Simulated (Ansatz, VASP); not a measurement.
## One calculation of Al4BSbP2, two programs

```xyz
8
Lattice="5.4055 0.0000 0.0000 0.0000 5.4055 0.0000 0.0000 0.0000 5.7675" Properties=species:S:1:pos:R:3 pbc="T T T"
Al    1.1304    4.2750    4.3009
Al    4.2750    1.1304    4.3009
Al    4.2750    4.2750    1.4666
Al    1.1304    1.1304    1.4666
B     0.0000    0.0000    0.0000
Sb    2.7027    2.7027    0.0000
P     0.0000    2.7027    2.8837
P     2.7027    0.0000    2.8837
```

Alike in both runs: functional PBE; k mesh 3 × 3 × 3; occupations gaussian, width 0.2 eV; no spin polarisation.

Ansatz relaxed the structure, and its values are those at the end. VASP's run is a single point on that final structure, the one shown.

```csv
,VASP,Ansatz
version,VASP 6.6.1,Ansatz 0.2.0
potentials or method,"VASP PAW PBE potentials, release 64 (Al, B, Sb, P), cutoff 520 eV","scalar-relativistic, plane waves, PAW"
valence electrons in the cell,30,40
```

|  | VASP | Ansatz | Ansatz less VASP |
| --- | --- | --- | --- |
| gap on the k mesh at the Fermi level (eV) | none | none | - |
| pressure (GPa) | -0.2 | -0.2 | -0.01 |
| rms of the force components (eV/Å) | 0.009 | 0.013 | +0.0037 |

A gap of «none» marks a metal or a gap that the smearing closes. With one functional, cell and mesh, what is left measures potentials, basis and numerics. VASP's potentials hold 30 valence electrons a cell and Ansatz's 40, so a difference there can come from the potentials and not from the codes.

The k mesh is coarse, so the values compare programs but aren't converged. Neither program's run includes spin-orbit coupling.
